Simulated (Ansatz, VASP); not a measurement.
One calculation of AlB2N3, two programs

Contents of INCAR:

```
SYSTEM = AlB2N3
PREC = Accurate
ENCUT = 520
EDIFF = 1E-7
ISMEAR = 0
SIGMA = 0.1
LREAL = .FALSE.
LASPH = .TRUE.
NELM = 60
ALGO = Normal
ISIF = 2
LWAVE = .FALSE.
LCHARG = .FALSE.
GGA = PE
NBANDS = 36
```

The input KPOINTS:

```
regular mesh
0
G
  6 6 1
  0 0 0
```

POSCAR

```
AlB2N3
1.0
    2.5910515900      0.0000000000      0.0000000000
   -1.2955258000      2.2439165000      0.0000000000
    0.0000000000      0.0000000000     21.2967081200
Al B N
2 4 6
Direct
    0.0000000000      0.0000000000      0.2500000000
    0.0000000000      0.0000000000      0.7500000000
    0.0000000000      0.0000000000      0.9166666700
    0.0000000000      0.0000000000      0.5833333300
    0.0000000000      0.0000000000      0.0833333300
    0.0000000000      0.0000000000      0.4166666700
    0.6666666700      0.3333333300      0.7500000000
    0.6666666700      0.3333333300      0.0833333300
    0.6666666700      0.3333333300      0.4166666700
    0.3333333300      0.6666666700      0.9166666700
    0.3333333300      0.6666666700      0.2500000000
    0.3333333300      0.6666666700      0.5833333300
```

Input for Ansatz:

```yaml
crystal:
  lattice:
    - [2.59105159, 0.0, 0.0]
    - [-1.2955258, 2.2439165, 0.0]
    - [0.0, 0.0, 21.29670812]
  atoms:
    - { symbol: Al, position: [0.0, 0.0, 0.25] }
    - { symbol: Al, position: [0.0, 0.0, 0.75] }
    - { symbol: B, position: [0.0, 0.0, 0.91666667] }
    - { symbol: B, position: [0.0, 0.0, 0.58333333] }
    - { symbol: B, position: [0.0, 0.0, 0.08333333] }
    - { symbol: B, position: [0.0, 0.0, 0.41666667] }
    - { symbol: "N", position: [0.66666667, 0.33333333, 0.75] }
    - { symbol: "N", position: [0.66666667, 0.33333333, 0.08333333] }
    - { symbol: "N", position: [0.66666667, 0.33333333, 0.41666667] }
    - { symbol: "N", position: [0.33333333, 0.66666667, 0.91666667] }
    - { symbol: "N", position: [0.33333333, 0.66666667, 0.25] }
    - { symbol: "N", position: [0.33333333, 0.66666667, 0.58333333] }
basis:
  ecutwfc: 420
kpoints:
  mp_grid: { grid: [6, 6, 1] }
hamiltonian:
  xc: pbe
scf:
  occupations: { method: gaussian, width: 0.1 }
  lower_state_search: "off"
output:
  forces: true
  stress: true
  eigenvalues: true
```

Alike in both runs: task single point; functional PBE; k mesh 6 × 6 × 1; occupations gaussian, width 0.1 eV; no spin polarisation.

|  | VASP | Ansatz |
| --- | --- | --- |
| version | VASP 6.6.1 | Ansatz 0.2.0 |
| potentials or method | VASP PAW PBE potentials, release 64 (Al, B, N), cutoff 520 eV | scalar-relativistic, plane waves, PAW |
| valence electrons in the cell | 48 | 48 |

Ansatz gave:

```
gap on the k mesh at the Fermi level (eV) : 2.94
least direct gap on the mesh (eV)         : 3.26
rms of the force components (eV/Å)        : 0.008
```

Which values does VASP return?

gap on the k mesh at the Fermi level (eV): 2.88; least direct gap on the mesh (eV): 3.25; rms of the force components (eV/Å): 0.008.

Atom by atom the forces differ by 0.000 eV/Å (rms over components). With one functional, cell and mesh, what is left measures potentials, basis and numerics.

The k mesh is coarse, so the values compare programs but aren't converged.
